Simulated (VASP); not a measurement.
# Re (Fm-3m) in VASP: a series of runs

Runs on Re. Level: LDA. Tasks: single point, relaxation of cell and atoms.

Everything below comes from runs of VASP 6.6.1. Logs are shortened: lines on timing, memory, paths and dates and some standing lists are left out, and cuts for length are marked.

### 1 The cell of the first run

It takes space group Fm-3m (No. 225, cubic). Conventional cell: a = 3.860 Å, b = 3.860 Å, c = 3.860 Å, α = 90.00°, β = 90.00°, γ = 90.00°. Within 3.6 Å of Re (site symmetry m-3m) lie 12 Re at 2.73 Å.

This isn't the form of Re at room conditions, which is hcp.

### 2 Single point, LDA

INCAR

```
SYSTEM = Re
ALGO = Normal ; EDIFF = 1E-6
ENCUT = 600 ; GGA_COMPAT = .False.
ISIF = 2 ; ISMEAR = 0
LASPH = .True. ; LCHARG = .True.
LELF = .True. ; LREAL = .False.
LVHAR = .True. ; LWAVE = .False.
NBANDS = 10 ; NELM = 120
PREC = Accurate ; SIGMA = 0.05
```

KPOINTS

```
k-points
0
Gamma
  10 10 10
  0 0 0
```

POSCAR

```
Re
1.0
    0.0000000000      1.9302359518      1.9302359518
    1.9302359518      0.0000000000      1.9302359518
    1.9302359518      1.9302359518      0.0000000000
Re
1
Direct
    0.0000000000      0.0000000000      0.0000000000
```

Potentials or basis: VASP PAW LDA potentials, release 64 (Re).

On the command line:

```bash
cat potpaw_LDA.64/Re/POTCAR > POTCAR
mpirun -np 1 vasp_std > vasp.out
```

OUTCAR:

```text
SYSTEM = Re
   EDIFF = 1E-6
   ENCUT = 600
   ISIF = 2
   ISMEAR = 0
   LASPH = .True.
   LREAL = .False.
   NELM = 120
   PREC = Accurate

 ion  position               nearest neighbor table
   1  0.000  0.000  0.000-

  LATTYP: Found a face centered cubic cell.
 ALAT       =     3.8604719036

  Lattice vectors:

 A1 = (   0.0000000000,   1.9302359518,   1.9302359518)
 A2 = (   1.9302359518,   0.0000000000,   1.9302359518)
 A3 = (   1.9302359518,   1.9302359518,   0.0000000000)

Analysis of symmetry for initial positions (statically):
=====================================================================
 Subroutine PRICEL returns:
 Original cell was already a primitive cell.

 Routine SETGRP: Setting up the symmetry group for a
 face centered cubic supercell.

 Subroutine GETGRP returns: Found 48 space group operations
 (whereof 48 operations were pure point group operations)
 out of a pool of 48 trial point group operations.

The static configuration has the point symmetry O_h .

Analysis of symmetry for dynamics (positions and initial velocities):
=====================================================================
 Subroutine PRICEL returns:
 Original cell was already a primitive cell.

 Routine SETGRP: Setting up the symmetry group for a
 face centered cubic supercell.

 Subroutine GETGRP returns: Found 48 space group operations
 (whereof 48 operations were pure point group operations)
 out of a pool of 48 trial point group operations.

The dynamic configuration has the point symmetry O_h .

 Subroutine INISYM returns: Found 48 space group operations
 (whereof 48 operations are pure point group operations),
 and found     1 'primitive' translations

----------------------------------------------------------------------------------------

                                     Primitive cell

  volume of cell :      14.3834

  direct lattice vectors                    reciprocal lattice vectors
     0.000000000  1.930235952  1.930235952    -0.259035689  0.259035689  0.259035689
     1.930235952  0.000000000  1.930235952     0.259035689 -0.259035689  0.259035689
     1.930235952  1.930235952  0.000000000     0.259035689  0.259035689 -0.259035689

  length of vectors
     2.729765862  2.729765862  2.729765862     0.448662975  0.448662975  0.448662975

  position of ions in fractional coordinates (direct lattice)
     0.000000000  0.000000000  0.000000000

  ion indices of the primitive-cell ions
   primitive index   ion index
                 1           1

----------------------------------------------------------------------------------------

 KPOINTS: k-points

Automatic generation of k-mesh.
 Grid dimensions read from file:
 generate k-points for:   10   10   10

 Generating k-lattice:

  Cartesian coordinates                     Fractional coordinates (reciprocal lattice)
    -0.025903569  0.025903569  0.025903569     0.100000000  0.000000000  0.000000000
     0.025903569 -0.025903569  0.025903569     0.000000000  0.100000000  0.000000000
     0.025903569  0.025903569 -0.025903569     0.000000000  0.000000000  0.100000000

  Length of vectors
     0.044866297  0.044866297  0.044866297

  Shift w.r.t. Gamma in fractional coordinates (k-lattice)
     0.000000000  0.000000000  0.000000000

 Subroutine IBZKPT returns following result:
 ===========================================

 Found     47 irreducible k-points:

 Following reciprocal coordinates:
            Coordinates               Weight
  0.000000  0.000000  0.000000      1.000000
  0.100000  0.000000  0.000000      8.000000
  0.200000  0.000000  0.000000      8.000000
  0.300000  0.000000  0.000000      8.000000
  0.400000  0.000000  0.000000      8.000000
  0.500000  0.000000  0.000000      4.000000
[... 16 lines left out ...]
  0.300000  0.300000  0.000000      6.000000
  0.400000  0.300000  0.000000     24.000000
 [... further k-points ...]
   k-points           NKPTS =     47   k-points in BZ     NKDIM =     47   number of bands    NBANDS=     10
   number of dos      NEDOS =    301   number of ions     NIONS =      1
   total plane-waves  NPLWV =  13824
   dimension x,y,z NGX =    24 NGY =   24 NGZ =   24
   dimension x,y,z NGXF=    48 NGYF=   48 NGZF=   48
   ions per type =               1
   NGX,Y,Z   is equivalent  to a cutoff of  14.62, 14.62, 14.62 a.u.
   NGXF,Y,Z  is equivalent  to a cutoff of  29.23, 29.23, 29.23 a.u.
 SYSTEM =  Re
   PREC   = accura    normal or accurate (medium, high low for compatibility)
   ISTART =      0    job   : 0-new  1-cont  2-samecut
   ICHARG =      2    charge: 1-file 2-atom 10-const
   ISPIN  =      1    spin polarized calculation?
   LNONCOLLINEAR =      F non collinear calculations
   LSORBIT =      F    spin-orbit coupling
   LASPH  =      T    aspherical Exc in radial PAW
   ENCUT  =  600.0 eV  44.10 Ry    6.64 a.u.   5.45  5.45  5.45*2*pi/ulx,y,z
   NELM   =    120;   NELMIN=  2; NELMDL= -5     # of ELM steps
   EDIFF  = 0.1E-05   stopping-criterion for ELM
   LREAL  =      F    real-space projection
   EDIFFG = 0.1E-04   stopping-criterion for IOM
   NSW    =      0    number of steps for IOM
   IBRION =     -1    ionic relax: 0-MD 1-quasi-New 2-CG
   NFREE  =      0    steps in history (QN), initial steepest desc. (CG)
   ISIF   =      2    stress and relaxation
   ISYM   =      2    0-nonsym 1-usesym 2-fastsym
   POTIM  = 0.5000    time-step for ionic-motion
   TEBEG  =    0.0;   TEEND  =   0.0 temperature during run
   PSTRESS=    0.0 pullay stress
   NELECT =       7.0000    total number of electrons
   NUPDOWN=      -1.0000    fix difference up-down
   EMIN   =  10.00;   EMAX   =-10.00  energy-range for DOS
   EFERMI =   0.00;   METHOD = LEGACY
   ISMEAR =     0;   SIGMA  =   0.05  broadening in eV -4-tet -1-fermi 0-gaus
   EFERMI_NEDOS =   21; number of points for ismear=-14 and -15
   IALGO  =     38    algorithm
   IMIX   =      4    mixing-type and parameters
     AMIX     =   0.40;   BMIX     =  1.00
     AMIX_MAG =   1.60;   BMIX_MAG =  1.00
  volume/ion in A,a.u.               =      14.38        97.06
  Fermi-wavevector in a.u.,A,eV,Ry     =   1.287717  2.433432 22.561387  1.658215
  Thomas-Fermi vector in A             =   2.419714
   LORBIT       =      0    0 simple, 1 ext, 2 COOP (PROOUT), +10 PAW based schemes
   GGA     = CA    functional components
   LHFCALC =     F    Hartree Fock is set to
   AEXX    =    0.0000 exact exchange contribution
   IVDW    =     0    specifies the selected vdW correction
   LEPSILON=     F    determine dielectric tensor
   LRPA    =     F    only Hartree local field effects (RPA)
 non-spin polarized calculation
 Gauss-broadening in eV      SIGMA  =   0.05
  energy-cutoff  :      600.00
  volume of cell :       14.38
 maximum number of plane-waves:       531
 NGX is ok and might be reduce to    24
   NGX = 11   NGY = 11   NGZ = 11

 number of electron       7.0000000 magnetization

 Free energy of the ion-electron system (eV)
  ---------------------------------------------------
  ext. energy  EPLUGINS =         0.00000000
  ---------------------------------------------------
  free energy    TOTEN  =       -13.70180802 eV

  energy without entropy =      -13.69872429  energy(sigma->0) =      -13.70026616

 E-fermi :   8.4326     XC(G=0): -13.9655

 val. band max:        8.4266736245   @ k =  -0.3000   0.3000   0.1000
 cond. band min:       8.4388837401   @ k =  -0.3000   0.3000   0.0000
 fundamental gap:      0.0122101156
 Fermi energy:         8.4326498563

 k-point     1 :       0.0000    0.0000    0.0000
  band No.  band energies     occupation
      1      -1.8092      2.00000
      2       6.4123      2.00000
      3       6.4123      2.00000
      4       6.4123      2.00000
      5       9.6913      0.00000
      6       9.6913      0.00000
      7      22.4066      0.00000
      8      28.1351      0.00000
      9      28.1351      0.00000
     10      28.1351      0.00000

 k-point     2 :       0.1000    0.0000    0.0000
  band No.  band energies     occupation
      1      -1.3385      2.00000
      2       6.1106      2.00000
      3       6.6241      2.00000
      4       6.6241      2.00000
      5       9.5290      0.00000
      6       9.5290      0.00000
      7      23.3000      0.00000
      8      26.2982      0.00000
      9      29.0047      0.00000
     10      29.0047      0.00000

 k-point     3 :       0.2000    0.0000    0.0000
  band No.  band energies     occupation
      1      -0.1308      2.00000
      2       5.6208      2.00000
      3       6.9312      2.00000
      4       6.9312      2.00000
      5       9.5097      0.00000
      6       9.5097      0.00000
      7      23.4834      0.00000
      8      25.7884      0.00000
      9      31.3760      0.00000
     10      31.3760      0.00000

 k-point     4 :       0.3000    0.0000    0.0000
  band No.  band energies     occupation
      1       1.0349      2.00000
      2       5.9530      2.00000
      3       6.7262      2.00000
      4       6.7262      2.00000
      5      10.4105      0.00000
      6      10.4105      0.00000
      7      21.5260      0.00000
      8      25.8953      0.00000
      9      33.3955      0.00000
     10      33.4342      0.00000
[... 222 lines left out ...]
 k-point    22 :      -0.2000    0.2000    0.0000
  band No.  band energies     occupation
      1       2.1090      2.00000
      2       4.8740      2.00000
      3       6.1342      2.00000
      4       7.9541      2.00000
      5       8.4478      0.66851
      6      12.5812      0.00000
      7      23.2627      0.00000
      8      27.5277      0.00000
      9      27.6030      0.00000
     10      29.2424      0.00000

 k-point    23 :       0.3000    0.3000    0.0000
  band No.  band energies     occupation
      1       1.8239      2.00000
      2       3.3884      2.00000
      3       7.3030      2.00000
      4       9.7546      0.00000
      5       9.7546      0.00000
      6      11.2827      0.00000
      7      26.3500      0.00000
      8      26.3500      0.00000
      9      27.4469      0.00000
     10      30.9350      0.00000

 k-point    24 :       0.4000    0.3000    0.0000
  band No.  band energies     occupation
      1       2.1044      2.00000
      2       3.1289      2.00000
      3       7.4442      2.00000
      4      10.0069      0.00000
      5      11.7628      0.00000
      6      12.1875      0.00000
      7      22.8634      0.00000
      8      24.9107      0.00000
      9      26.5972      0.00000
     10      30.8348      0.00000

 [... further k-points ...]

------------------------ aborting loop because EDIFF is reached ----------------------------------------

  FORCE on cell =-STRESS in cart. coord.  units (eV):
  Direction    XX          YY          ZZ          XY          YZ          ZX
  --------------------------------------------------------------------------------------
  -------------------------------------------------------------------------------------
  Total        0.1506808      0.1506808      0.1506808     -0.0000000     -0.0000000      0.0000000
  in kB       16.7844522     16.7844522     16.7844522     -0.0000000     -0.0000000      0.0000000
  external PRESSURE =      16.7844522 kB  Pullay stress =       0.0000000 kB

 VOLUME and BASIS-vectors are now :
 -----------------------------------------------------------------------------
  energy-cutoff  :      600.00
  volume of cell :       14.38
      direct lattice vectors                 reciprocal lattice vectors
     0.000000000  1.930235952  1.930235952    -0.259035689  0.259035689  0.259035689
     1.930235952  0.000000000  1.930235952     0.259035689 -0.259035689  0.259035689
     1.930235952  1.930235952  0.000000000     0.259035689  0.259035689 -0.259035689

 POSITION                                       TOTAL-FORCE (eV/Angst)
 -----------------------------------------------------------------------------------
      0.00000      0.00000      0.00000         0.000000     -0.000000      0.000000
 -----------------------------------------------------------------------------------
    total drift:                               -0.000000      0.000000      0.000000

  FREE ENERGIE OF THE ION-ELECTRON SYSTEM (eV)
  ---------------------------------------------------
  free  energy   TOTEN  =       -13.7018080248 eV

  energy  without entropy=      -13.6987242940  energy(sigma->0) =      -13.70026616
```

Wall time 3.4 s (1 thread of Intel Xeon 6975P-C (Granite Rapids), shared host); peak memory 0.13 GiB.

What came out:

```yaml
Free_energy: -13.7018 eV
Pressure: 1.7 GPa
Band_gap_on_the_k_mesh: zero (an odd number of electrons rules out a gap without spin polarisation)
```

Caveat: spin-orbit coupling is left out, which moves the levels of the heavy elements.

### 3 Relaxation of cell and atoms, LDA

This run uses another cell than the first one, of 14.72 Å³/atom.

INCAR

```
SYSTEM = Re
PREC = Accurate
ENCUT = 600
EDIFF = 1E-7
ISMEAR = 0
SIGMA = 0.05
LREAL = .False.
LASPH = .True.
NELM = 120
ALGO = Normal
ISIF = 3
LWAVE = .False.
LCHARG = .False.
GGA = CA
IBRION = 2
NSW = 80
EDIFFG = -0.01
GGA_COMPAT = .False.
NELMIN = 4
```

KPOINTS

```
Automatic mesh
0
Gamma
  10 10 10
  0 0 0
```

POSCAR

```
Re
1.0
    0.0000000000      1.9450000000      1.9450000000
    1.9450000000      0.0000000000      1.9450000000
    1.9450000000      1.9450000000      0.0000000000
Re
1
Direct
    0.0000000000      0.0000000000      0.0000000000
```

Potentials or basis: VASP PAW LDA potentials, release 64 (Re).

On the command line:

```bash
cat potpaw_LDA.64/Re/POTCAR > POTCAR
mpirun -np 1 vasp_std > vasp.out
```

It took 6.2 s on 1 thread of Intel Xeon 6975P-C (Granite Rapids), shared host; peak memory 0.15 GiB.

It converged, with:

```
Free energy                           : -13.7022 eV
Relaxed volume                        : 14.44 Å³/atom
Relaxed cell                          : a = 2.734 Å, b = 2.734 Å, c = 2.734 Å, α = 60.00°, β = 60.00°, γ = 60.00°
Space group after relaxing (to 0.1 Å) : Fm-3m (No. 225)
Energy gained by relaxing             : 6.5 meV/atom
Ionic steps                           : 4
Pressure after relaxing               : 0.0 GPa
Band gap on the k mesh                : zero (an odd number of electrons rules out a gap without spin polarisation)
```

The path:
```
step  energy change (eV)  largest force (eV/Å)  pressure (GPa)  volume (Å³)
   1              0.0000                0.0000           -7.46        14.72
   2              0.1283                0.0000           40.92        13.30
   3             -0.0065                0.0000           -0.30        14.45
   4             -0.0065                0.0000           -0.05        14.44
```

Final structure:
```
Re
1.0
     0.00000    1.93291    1.93291
     1.93291    0.00000    1.93291
     1.93291    1.93291    0.00000
Re
1
Direct
  0.00000 0.00000 0.00000
```

Levels at points of the mesh, in eV from the Fermi level:
```csv
k point,band 1,band 2,band 3,band 4,band 5,band 6,band 7
"(0.00, 0.00, 0.00)",-10.21,-2.01,-2.01,-2.01,1.25,1.25,13.97
"(0.50, 0.00, 0.00)",-7.02,-2.24,-2.24,0.36,3.90,3.90,10.25
"(0.50, 0.50, 0.00)",-7.03,-6.14,2.99,3.84,4.69,4.69,12.47
```

Caveat: spin-orbit coupling is left out, which moves the levels of the heavy elements.

### 4 Relaxation of cell and atoms, LDA, target pressure 15 GPa, at which the enthalpy is minimised

This run uses another cell than the first one, of 14.72 Å³/atom.

INCAR

```
PREC = Accurate ; ENCUT = 600
EDIFF = 1E-7 ; ISMEAR = 0
SIGMA = 0.05 ; LREAL = F
LASPH = T ; NELM = 120
ALGO = Normal ; ISIF = 3
LWAVE = F ; LCHARG = F
IBRION = 2 ; NSW = 80
EDIFFG = -0.01 ; PSTRESS = 150.0
GGA_COMPAT = F ; NELMIN = 4
```

KPOINTS

```
Automatic mesh
0
Gamma
  10 10 10
```

POSCAR is that of step 3.

On the command line:

```bash
cat potpaw_LDA.64/Re/POTCAR > POTCAR
mpirun -np 1 vasp_std > vasp.out
```

Run time: 8.2 s. Hardware: 1 thread of Intel Xeon 6975P-C (Granite Rapids), shared host; peak memory 0.15 GiB.

The run converged. Its results:

- Free energy: -13.6805 eV
- Relaxed volume: 13.97 Å³/atom
- Relaxed cell: a = 2.703 Å, b = 2.703 Å, c = 2.703 Å, α = 60.00°, β = 60.00°, γ = 60.00°
- Space group after relaxing (to 0.1 Å): Fm-3m (No. 225)
- Energy change on relaxing (the run minimises the enthalpy): +15.2 meV/atom
- Ionic steps: 5
- Pressure after relaxing: 15.0 GPa
- Band gap on the k mesh: zero (an odd number of electrons rules out a gap without spin polarisation)

Step by step:
```csv
step,energy change (eV),largest force (eV/Å),pressure (GPa),volume (Å³)
1,0.0000,0.0000,-7.46,14.72
2,2.0638,0.0000,229.52,10.74
3,0.0062,0.0000,11.33,14.07
4,0.0125,0.0000,13.99,13.99
5,0.0152,0.0000,15.00,13.97
```

Final structure:
```
Re
1.0
     0.00000    1.91134    1.91134
     1.91134    0.00000    1.91134
     1.91134    1.91134    0.00000
Re
1
Direct
  0.00000 0.00000 0.00000
```

Levels at points of the mesh, in eV from the Fermi level:
```
           k point  band 2  band 3  band 4  band 5  band 6  band 7
(0.00, 0.00, 0.00)   -2.10   -2.10   -2.10    1.32    1.32   14.00
(0.50, 0.00, 0.00)   -2.35   -2.35    0.44    4.12    4.12   10.78
(0.50, 0.50, 0.00)   -6.43    3.17    4.06    4.95    4.95   12.77
```

Caveat: the cell is relaxed towards a set pressure, so the run minimises the enthalpy, not the energy; spin-orbit coupling is left out, which moves the levels of the heavy elements.

### 5 Summary

| task | cell | gap on the mesh (eV) | pressure (GPa) |
| --- | --- | --- | --- |
| single point | a = 2.730 Å, angles 60.0°, 1 atom | none | 1.7 |
| relaxation of cell and atoms | relaxed from a = 2.751 Å, angles 60.0°, 1 atom | none | 0.0 |
| relaxation of cell and atoms | relaxed to 15 GPa from a = 2.751 Å, angles 60.0°, 1 atom | none | 15.0 |

Alike in all rows: level LDA; potentials or basis VASP PAW LDA potentials, release 64 (Re); no spin polarisation; k mesh 10 × 10 × 10; cutoff (eV) 600; smearing gaussian 0.05 eV.

Caveats: spin-orbit coupling is left out, which moves the levels of the heavy elements; the cell is relaxed towards a set pressure, so the run minimises the enthalpy, not the energy (at least some runs).

Total energies depend on the potentials used, so only differences within one code and one set of settings carry meaning.
